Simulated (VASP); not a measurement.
# Ru (P6/mmm) in VASP: single point with PBE

Aim: the single point of Ru with PBE.

All numbers are computed with VASP 6.6.1; they aren't measurements. Logs are shortened: lines on timing, memory, paths and dates and some standing lists are left out, and cuts for length are marked.

**1. The cell of the first run**

The structure is hexagonal, space group P6/mmm (No. 191). Conventional cell: a = 4.111 Å, b = 4.111 Å, c = 2.560 Å, α = 90.00°, β = 90.00°, γ = 120.00°. Within 3.4 Å of Ru (site symmetry 6/mmm) lie 14 Ru at 2.56 to 2.70 Å. Ru (site symmetry -6m2) has 11 Ru at 2.37 to 2.70 Å within 3.1 Å.

This isn't the form of Ru at room conditions, which is hcp.

**2. Single point, PBE**

The input, INCAR:

```
SYSTEM = Ru
ALGO     = Normal         ! electronic algorithm
EDIFF    = 1E-6           ! SCF threshold, eV
ENCUT    = 560            ! plane-wave cutoff, eV
GGA      = PE             ! functional
GGA_COMPAT= .FALSE.      
ISIF     = 2              ! what is computed and relaxed
ISMEAR   = -1             ! smearing method
LASPH    = .TRUE.         ! aspherical terms in the spheres
LCHARG   = .TRUE.         ! write CHGCAR
LELF     = .TRUE.         ! ELF
LREAL    = .FALSE.        ! projectors in reciprocal space
LVHAR    = .TRUE.       
LWAVE    = .FALSE.        ! write WAVECAR
NBANDS   = 31             ! bands
NELM     = 120            ! most SCF steps
PREC     = Accurate       ! precision mode
SIGMA    = 0.1            ! smearing width, eV
```

The input, KPOINTS:

```
k-points
0
G
  9 9 12
  0 0 0
```

The input, POSCAR:

```
Ru
1.0
    4.1110127905      0.0000000000      0.0000000000
   -2.0555063952      3.5602415119      0.0000000000
    0.0000000000      0.0000000000      2.5596104858
Ru
3
Direct
    0.0000000000      0.0000000000      0.0000000000
    0.3333333333      0.6666666667      0.5000000000
    0.6666666667      0.3333333333      0.5000000000
```

Potentials or basis: VASP PAW PBE potentials, release 64 (Ru_sv).

Command:

```console
cat potpaw_PBE.64/Ru_sv/POTCAR > POTCAR
mpirun -np 1 vasp_std > vasp.out
```

OUTCAR:

```text
SYSTEM = Ru
   EDIFF = 1E-6
   ENCUT = 560
   GGA = PE
   ISIF = 2
   ISMEAR = -1
   LASPH = .TRUE.
   LREAL = .FALSE.
   NELM = 120
   PREC = Accurate

 ion  position               nearest neighbor table
   1  0.000  0.000  0.000-   2 2.70   3 2.70   2 2.70   3 2.70   3 2.70   3 2.70   2 2.70   2 2.70
                             3 2.70   3 2.70   2 2.70   2 2.70
   2  0.333  0.667  0.500-   3 2.37   3 2.37   3 2.37   1 2.70   1 2.70   1 2.70   1 2.70   1 2.70
                             1 2.70
   3  0.667  0.333  0.500-   2 2.37   2 2.37   2 2.37   1 2.70   1 2.70   1 2.70   1 2.70   1 2.70
                             1 2.70

  LATTYP: Found a hexagonal cell.
 ALAT       =     4.1110127905
 C/A-ratio  =     0.6226228465

  Lattice vectors:

 A1 = (   4.1110127905,   0.0000000000,   0.0000000000)
 A2 = (  -2.0555063952,   3.5602415119,   0.0000000000)
 A3 = (   0.0000000000,   0.0000000000,   2.5596104858)

Analysis of symmetry for initial positions (statically):
=====================================================================
 Subroutine PRICEL returns:
 Original cell was already a primitive cell.

 Routine SETGRP: Setting up the symmetry group for a
 hexagonal supercell.

 Subroutine GETGRP returns: Found 24 space group operations
 (whereof 24 operations were pure point group operations)
 out of a pool of 24 trial point group operations.

The static configuration has the point symmetry D_6h.

Analysis of symmetry for dynamics (positions and initial velocities):
=====================================================================
 Subroutine PRICEL returns:
 Original cell was already a primitive cell.

 Routine SETGRP: Setting up the symmetry group for a
 hexagonal supercell.

 Subroutine GETGRP returns: Found 24 space group operations
 (whereof 24 operations were pure point group operations)
 out of a pool of 24 trial point group operations.

The dynamic configuration has the point symmetry D_6h.

 Subroutine INISYM returns: Found 24 space group operations
 (whereof 24 operations are pure point group operations),
 and found     1 'primitive' translations

----------------------------------------------------------------------------------------

                                     Primitive cell

  volume of cell :      37.4630

  direct lattice vectors                    reciprocal lattice vectors
     4.111012791  0.000000000  0.000000000     0.243249061  0.140439911  0.000000000
    -2.055506395  3.560241512  0.000000000     0.000000000  0.280879821  0.000000000
     0.000000000  0.000000000  2.559610486     0.000000000  0.000000000  0.390684444

  length of vectors
     4.111012791  4.111012791  2.559610486     0.280879821  0.280879821  0.390684444

  position of ions in fractional coordinates (direct lattice)
     0.000000000  0.000000000  0.000000000
     0.333333333  0.666666667  0.500000000
     0.666666667  0.333333333  0.500000000

  ion indices of the primitive-cell ions
   primitive index   ion index
                 1           1
                 2           2
                 3           3

----------------------------------------------------------------------------------------

 KPOINTS: k-points

Automatic generation of k-mesh.
 Grid dimensions read from file:
 generate k-points for:    9    9   12

 Generating k-lattice:

  Cartesian coordinates                     Fractional coordinates (reciprocal lattice)
     0.027027673  0.015604435  0.000000000     0.111111111 -0.000000000  0.000000000
     0.000000000  0.031208869  0.000000000     0.000000000  0.111111111  0.000000000
     0.000000000  0.000000000  0.032557037     0.000000000  0.000000000  0.083333333

  Length of vectors
     0.031208869  0.031208869  0.032557037

  Shift w.r.t. Gamma in fractional coordinates (k-lattice)
     0.000000000  0.000000000  0.000000000

 Subroutine IBZKPT returns following result:
 ===========================================

 Found     84 irreducible k-points:

 Following reciprocal coordinates:
            Coordinates               Weight
  0.000000  0.000000  0.000000      1.000000
  0.111111  0.000000  0.000000      6.000000
  0.222222  0.000000  0.000000      6.000000
  0.333333  0.000000  0.000000      6.000000
  0.444444  0.000000  0.000000      6.000000
  0.111111  0.111111  0.000000      6.000000
[... 16 lines left out ...]
  0.333333  0.222222  0.083333     24.000000
  0.333333  0.333333  0.083333      4.000000
 [... further k-points ...]
   k-points           NKPTS =     84   k-points in BZ     NKDIM =     84   number of bands    NBANDS=     31
   number of dos      NEDOS =    301   number of ions     NIONS =      3
   total plane-waves  NPLWV =  20480
   dimension x,y,z NGX =    32 NGY =   32 NGZ =   20
   dimension x,y,z NGXF=    64 NGYF=   64 NGZF=   40
   ions per type =               3
   NGX,Y,Z   is equivalent  to a cutoff of  12.94, 12.94, 12.99 a.u.
   NGXF,Y,Z  is equivalent  to a cutoff of  25.88, 25.88, 25.98 a.u.
 SYSTEM =  Ru
   PREC   = accura    normal or accurate (medium, high low for compatibility)
   ISTART =      0    job   : 0-new  1-cont  2-samecut
   ICHARG =      2    charge: 1-file 2-atom 10-const
   ISPIN  =      1    spin polarized calculation?
   LNONCOLLINEAR =      F non collinear calculations
   LSORBIT =      F    spin-orbit coupling
   LASPH  =      T    aspherical Exc in radial PAW
   ENCUT  =  560.0 eV  41.16 Ry    6.42 a.u.   7.93  7.93  4.94*2*pi/ulx,y,z
   NELM   =    120;   NELMIN=  2; NELMDL= -5     # of ELM steps
   EDIFF  = 0.1E-05   stopping-criterion for ELM
   LREAL  =      F    real-space projection
   EDIFFG = 0.1E-04   stopping-criterion for IOM
   NSW    =      0    number of steps for IOM
   IBRION =     -1    ionic relax: 0-MD 1-quasi-New 2-CG
   NFREE  =      0    steps in history (QN), initial steepest desc. (CG)
   ISIF   =      2    stress and relaxation
   ISYM   =      2    0-nonsym 1-usesym 2-fastsym
   POTIM  = 0.5000    time-step for ionic-motion
   TEBEG  =    0.0;   TEEND  =   0.0 temperature during run
   PSTRESS=    0.0 pullay stress
   NELECT =      48.0000    total number of electrons
   NUPDOWN=      -1.0000    fix difference up-down
   EMIN   =  10.00;   EMAX   =-10.00  energy-range for DOS
   EFERMI =   0.00;   METHOD = LEGACY
   ISMEAR =    -1;   SIGMA  =   0.10  broadening in eV -4-tet -1-fermi 0-gaus
   EFERMI_NEDOS =   21; number of points for ismear=-14 and -15
   IALGO  =     38    algorithm
   IMIX   =      4    mixing-type and parameters
     AMIX     =   0.40;   BMIX     =  1.00
     AMIX_MAG =   1.60;   BMIX_MAG =  1.00
  volume/ion in A,a.u.               =      12.49        84.27
  Fermi-wavevector in a.u.,A,eV,Ry     =   1.778093  3.360109 43.016389  3.161615
  Thomas-Fermi vector in A             =   2.843355
   LORBIT       =      0    0 simple, 1 ext, 2 COOP (PROOUT), +10 PAW based schemes
   GGA     = PE    functional components
   LHFCALC =     F    Hartree Fock is set to
   AEXX    =    0.0000 exact exchange contribution
   IVDW    =     0    specifies the selected vdW correction
   LEPSILON=     F    determine dielectric tensor
   LRPA    =     F    only Hartree local field effects (RPA)
 non-spin polarized calculation
  energy-cutoff  :      560.00
  volume of cell :       37.46
 maximum number of plane-waves:      1149
 NGX is ok and might be reduce to    32
   NGX = 15   NGY = 15   NGZ =  9

 number of electron      48.0000009 magnetization

 Free energy of the ion-electron system (eV)
  ---------------------------------------------------
  ext. energy  EPLUGINS =         0.00000000
  ---------------------------------------------------
  free energy    TOTEN  =       -26.48107213 eV

  energy without entropy =      -26.38318403  energy(sigma->0) =      -26.43212808

 E-fermi :  17.1847     XC(G=0): -14.7591

 val. band max:       17.1704318818   @ k =   0.3333   0.0000   0.0000
 cond. band min:      17.1928080804   @ k =   0.4444   0.1111   0.1667
 fundamental gap:      0.0223761986
 Fermi energy:        17.1846549090

 k-point     1 :       0.0000    0.0000    0.0000
  band No.  band energies     occupation
      1     -56.3929      2.00000
      2     -56.0364      2.00000
      3     -55.9822      2.00000
      4     -26.8246      2.00000
      5     -26.8246      2.00000
      6     -26.3346      2.00000
[... 23 lines left out ...]
     30      27.3723      0.00000
     31      27.5632      0.00000

 k-point     2 :       0.1111    0.0000    0.0000
  band No.  band energies     occupation
      1     -56.3804      2.00000
      2     -56.0395      2.00000
      3     -55.9922      2.00000
      4     -26.8739      2.00000
      5     -26.8370      2.00000
      6     -26.2740      2.00000
[... 23 lines left out ...]
     30      25.4968      0.00000
     31      28.0394      0.00000

 k-point     3 :       0.2222    0.0000    0.0000
  band No.  band energies     occupation
      1     -56.3451      2.00000
      2     -56.0492      2.00000
      3     -56.0193      2.00000
      4     -26.9688      2.00000
      5     -26.8250      2.00000
      6     -26.1464      2.00000
[... 23 lines left out ...]
     30      23.5460      0.00000
     31      28.3136      0.00000

 k-point     4 :       0.3333    0.0000    0.0000
  band No.  band energies     occupation
      1     -56.2932      2.00000
      2     -56.0785      2.00000
      3     -56.0436      2.00000
      4     -27.0515      2.00000
      5     -26.7396      2.00000
      6     -26.0159      2.00000
[... 23 lines left out ...]
     30      21.6552      0.00000
     31      28.6268      0.00000

 k-point     5 :       0.4444    0.0000    0.0000
  band No.  band energies     occupation
      1     -56.2396      2.00000
      2     -56.1255      2.00000
      3     -56.0513      2.00000
      4     -27.0974      2.00000
      5     -26.5967      2.00000
      6     -26.2116      2.00000
[... 23 lines left out ...]
     30      19.8950      0.00000
     31      28.8507      0.00000
[... 542 lines left out ...]
     30      19.8671      0.00000
     31      29.3256      0.00000

 k-point    22 :       0.2222    0.2222    0.0833
  band No.  band energies     occupation
      1     -56.2568      2.00000
      2     -56.0778      2.00000
      3     -56.0608      2.00000
      4     -26.9922      2.00000
      5     -26.7533      2.00000
      6     -26.1310      2.00000
[... 23 lines left out ...]
     30      20.8981      0.00000
     31      30.2589      0.00000

 k-point    23 :       0.3333    0.2222    0.0833
  band No.  band energies     occupation
      1     -56.2056      2.00000
      2     -56.1230      2.00000
      3     -56.0677      2.00000
      4     -26.9965      2.00000
      5     -26.6374      2.00000
      6     -26.3454      2.00000
[... 23 lines left out ...]
     30      19.6830      0.00000
     31      30.4627      0.00000

 k-point    24 :       0.3333    0.3333    0.0833
  band No.  band energies     occupation
      1     -56.1603      2.00000
      2     -56.1603      2.00000
      3     -56.0760      2.00000
      4     -26.9677      2.00000
      5     -26.5277      2.00000
      6     -26.5277      2.00000
[... 23 lines left out ...]
     30      19.0202      0.00000
     31      31.1176      0.00000

 [... further k-points ...]
[... 5 lines left out ...]
  --------------------------------------------------------------------------------------
  -------------------------------------------------------------------------------------
  Total       11.0832568     11.0832568     11.0995100      0.0000000      0.0000000      0.0000000
  in kB      473.9972369    473.9972369    474.6923357      0.0000000      0.0000000      0.0000000
  external PRESSURE =     474.2289365 kB  Pullay stress =       0.0000000 kB

 VOLUME and BASIS-vectors are now :
 -----------------------------------------------------------------------------
  energy-cutoff  :      560.00
  volume of cell :       37.46
      direct lattice vectors                 reciprocal lattice vectors
     4.111012791  0.000000000  0.000000000     0.243249061  0.140439911  0.000000000
    -2.055506395  3.560241512  0.000000000     0.000000000  0.280879821  0.000000000
     0.000000000  0.000000000  2.559610486     0.000000000  0.000000000  0.390684444

 POSITION                                       TOTAL-FORCE (eV/Angst)
 -----------------------------------------------------------------------------------
      0.00000      0.00000      0.00000        -0.000000      0.000000     -0.000000
     -0.00000      2.37349      1.27981        -0.000000      0.000000     -0.000000
      2.05551      1.18675      1.27981         0.000000     -0.000000      0.000000
 -----------------------------------------------------------------------------------
    total drift:                               -0.000000      0.000000      0.000000

  FREE ENERGIE OF THE ION-ELECTRON SYSTEM (eV)
  ---------------------------------------------------
  free  energy   TOTEN  =       -26.4810721275 eV

  energy  without entropy=      -26.3831840341  energy(sigma->0) =      -26.43212808
```

Run time: 40 s. Hardware: 1 thread of AMD EPYC 9R45 (Zen 5), shared host; peak memory 0.17 GiB.

What came out:

```yaml
Free_energy: -26.4811 eV
Pressure: 47.4 GPa
Band_gap_on_the_k_mesh: zero (bands 24 and 25 overlap by 2.84 eV)
```

Levels at points of the mesh, in eV from the Fermi level:
```
           k point  band 22  band 23  band 24  band 25  band 26  band 27
(0.00, 0.00, 0.00)    -2.52    -1.63    -1.63    -1.52    -1.52     2.00
(0.00, 0.00, 0.50)    -2.39     0.76     0.76     1.56     1.56     2.94
```

Caveat: the cell stands under pressure.

The gap in the log of VASP goes by the Fermi energy; the results here count the filled bands.